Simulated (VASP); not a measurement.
Here is a VASP 6.6.1 calculation.

INCAR

```
SYSTEM = PbO
ALGO     = Normal         ! electronic algorithm
DIPOL    = 0.5 0.5 0.298
EDIFF    = 1E-7           ! SCF threshold, eV
ENCUT    = 520            ! plane-wave cutoff, eV
GGA      = PE             ! functional
IDIPOL   = 3            
ISIF     = 2              ! what is computed and relaxed
ISMEAR   = 0              ! smearing method
LASPH    = .True.         ! aspherical terms in the spheres
LCHARG   = .True.         ! write CHGCAR
LDIPOL   = .True.       
LELF     = .True.         ! ELF
LREAL    = .False.        ! projectors in reciprocal space
LVACPOTAV= .True.       
LVHAR    = .True.       
LWAVE    = .False.        ! write WAVECAR
NBANDS   = 28             ! bands
NELM     = 80             ! most SCF steps
PREC     = Accurate       ! precision mode
SIGMA    = 0.1            ! smearing width, eV
```

File KPOINTS:

```
k-points
0
Gamma
  4 4 1
  0 0 0
```

The input POSCAR:

```
PbO
1.0
    4.0436720127      0.0000000000      0.0000000000
    0.0000000000      4.0436720127      0.0000000000
    0.0000000000      0.0000000000     28.5226884000
Pb O
2 2
Direct
    0.0000000000      0.5000000000      0.3399563475
    0.5000000000      0.0000000000      0.2560604010
    0.0000000000      0.0000000000      0.2980083743
    0.5000000000      0.5000000000      0.2980083743
```

Potentials or basis: VASP PAW PBE potentials, release 64 (Pb_d, O).

Command:

```bash
$ cat potpaw_PBE.64/Pb_d/POTCAR potpaw_PBE.64/O/POTCAR > POTCAR
$ mpirun -np 1 vasp_std > vasp.out
```

Question: Predict the band gap on the k mesh.

Answer: 2.49 eV, direct.

Question: Estimate the ionisation potential of the upper face.

Answer: 4.52 eV.

Question: Estimate the largest force.

Answer: 0.044 eV/Å.

Forces on the atoms (eV/Å):
```
Pb   0.000  0.000  0.044
Pb   0.000  0.000 -0.044
O    0.000  0.000  0.000
O    0.000  0.000  0.000
```

Caveat: spin-orbit coupling is left out, which moves the levels of the heavy elements.
